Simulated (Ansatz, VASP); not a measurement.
# One calculation of Mo, two programs

The input INCAR:

```
SYSTEM = Mo
PREC = Accurate
ENCUT = 520
EDIFF = 1E-7
ISMEAR = 0
SIGMA = 0.15
LREAL = .False.
LASPH = .True.
NELM = 80
ALGO = Fast
ISIF = 2
LWAVE = .False.
LCHARG = .False.
GGA = PE
NBANDS = 13
```

Contents of KPOINTS:

```
Automatic mesh
0
Gamma
  22 22 22
  0 0 0
```

File POSCAR:

```
Mo
1.0
   -1.5710000000      1.5710000000      1.5317250000
    1.5710000000     -1.5710000000      1.5317250000
    1.5710000000      1.5710000000     -1.5317250000
Mo
1
Direct
    0.0000000000      0.0000000000      0.0000000000
```

Input for Ansatz:

```yaml
crystal:
  lattice:
    - [-1.571, 1.571, 1.531725]
    - [1.571, -1.571, 1.531725]
    - [1.571, 1.571, -1.531725]
  atoms:
    - { symbol: Mo, position: [0.0, 0.0, 0.0] }
basis:
  ecutwfc: 420
kpoints:
  mp_grid: { grid: [22, 22, 22] }
hamiltonian:
  xc: pbe
scf:
  occupations: { method: gaussian, width: 0.15 }
output:
  forces: true
  stress: true
  eigenvalues: true
```

Change from the starting cell: strain -0.0250 x Voigt [0, 0, 1, 0, 0, 0], atoms carried along.

Alike in both runs: task single point; functional PBE; k mesh 22 × 22 × 22; occupations gaussian, width 0.15 eV; no spin polarisation.

|  | VASP | Ansatz |
| --- | --- | --- |
| version | VASP 6.6.1 | Ansatz 0.2.0 |
| potentials or method | VASP PAW PBE potentials, release 64 (Mo_sv), cutoff 520 eV | scalar-relativistic, plane waves, PAW |
| valence electrons in the cell | 14 | 14 |

Ansatz gave:

| Property | Result |
| --- | --- |
| gap on the k mesh at the Fermi level (eV) | none |
| pressure (GPa) | 12.3 |
| traceless stress, the component that is largest in VASP (GPa) | 5.62 |

Estimate VASP's values.

gap on the k mesh at the Fermi level (eV): none; pressure (GPa): 12.9; traceless stress, the component that is largest in VASP (GPa): 5.62.

A gap of «none» marks a metal or a gap that the smearing closes.
